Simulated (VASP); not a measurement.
Crystal: Os.

```
Os
1.0
     0.00000    1.92204    1.92204
     1.92204    0.00000    1.92204
     1.92204    1.92204    0.00000
Os
1
Direct
  0.00000 0.00000 0.00000
```

Base run:

* Program: VASP 6.6.1
* Functional: PBE
* Potentials or basis: VASP PAW PBE potentials, release 64 (Os)
* Cutoff: 520 eV
* k mesh: 10 × 10 × 10
* Occupations: tetrahedron
* Spin: no spin polarisation

Its results: band gap on the k mesh zero (band 4 reaches 11.49 eV, above the bottom of band 5 at 7.60 eV); pressure 5.5 GPa.

**Question.** The run is repeated on the same cell with these changes: occupations from tetrahedron to fermi-dirac, width 0.272114 eV; further incar settings from ALGO = Normal; EDIFF = 1e-07; NBANDS = 10 to ALGO = Fast; EDIFF = 1e-07; NBANDS = 10. What comes out?

**Answer.** Band gap on the k mesh zero (band 4 reaches 11.51 eV, above the bottom of band 5 at 7.62 eV); pressure 6.0 GPa.

Caveats: spin-orbit coupling is left out, which moves the levels of the heavy elements.
